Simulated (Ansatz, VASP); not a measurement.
# Two plane-wave programs on AlN

Contents of POSCAR:

```
AlN
1.0
    0.0000000000      2.1403049418      2.1848764208
    2.1403049418      0.0000000000      2.1848764208
    2.1403049418      2.1403049418      0.0000000000
Al N
1 1
Direct
    0.0000000000      0.0000000000      0.0000000000
    0.2500000000      0.2500000000      0.2500000000
```

File INCAR.step1:

```
  PREC = Accurate
  ENCUT = 520
  ISMEAR = 0
  SIGMA = 0.01
  LREAL = False
  LASPH = True
  NELM = 80
  NBANDS = 11
  GGA = PE
  ALGO = Normal
  EDIFF = 1E-4
  LWAVE = True
  LCHARG = False
```

The input INCAR.step2:

```
  PREC = Accurate
  ENCUT = 520
  EDIFF = 1E-6
  ISMEAR = 0
  SIGMA = 0.01
  LREAL = False
  LASPH = True
  NELM = 80
  ALGO = Normal
  ISIF = 2
  LWAVE = False
  LCHARG = True
  METAGGA = R2SCAN
  LMIXTAU = True
  LELF = True
  LVHAR = True
  NBANDS = 11
  ISTART = 1
```

Contents of KPOINTS:

```
Automatic mesh
0
Gamma
  10 10 10
```

Input for Ansatz:

```yaml
crystal:
  lattice:
    - [0.0, 2.1403049418, 2.1848764208]
    - [2.1403049418, 0.0, 2.1848764208]
    - [2.1403049418, 2.1403049418, 0.0]
  atoms:
    - { symbol: Al, position: [0.0, 0.0, 0.0] }
    - { symbol: "N", position: [0.25, 0.25, 0.25] }
kpoints:
  mp_grid: { grid: [10, 10, 10] }
  band_path:
    path:
      - [0.0, 0.0, 0.0]
      - [-0.5, -0.5, 0.0]
      - [-0.375, -0.375, 0.25]
      - [-0.375, 0.0, 0.375]
      - [0.0, 0.0, 0.5]
      - [-0.5, -0.25, 0.25]
    npoints: 1
hamiltonian:
  xc: r2scan
scf:
  occupations: { method: fixed }
  n_extra_bands: 4
output:
  forces: true
  stress: true
  eigenvalues: true
```

Change from the starting cell: biaxial_xy strain -2.0%.

Alike in both runs: task single point; functional r2SCAN; k mesh 10 × 10 × 10; no spin polarisation.

|  | VASP | Ansatz |
| --- | --- | --- |
| version | VASP 6.6.1 | Ansatz 0.2.0 |
| potentials or method | VASP PAW PBE potentials, release 64 (Al, N) | plane waves, PAW |
| plane-wave cutoff (eV) | 520 | 500 |
| occupations | gaussian, width 0.01 eV | fixed |
| valence electrons in the cell | 8 | 8 |

Ansatz gave:

* gap on the k mesh at the Fermi level (eV): 3.91
* pressure (GPa): 9.4
* traceless stress, the component that is largest in VASP (GPa): -2.09

Problem. What did VASP give for the same quantities?

Solution. gap on the k mesh at the Fermi level (eV): 3.90; pressure (GPa): 9.0; traceless stress, the component that is largest in VASP (GPa): -2.09.

VASP's potentials were made for PBE, not for r2SCAN.
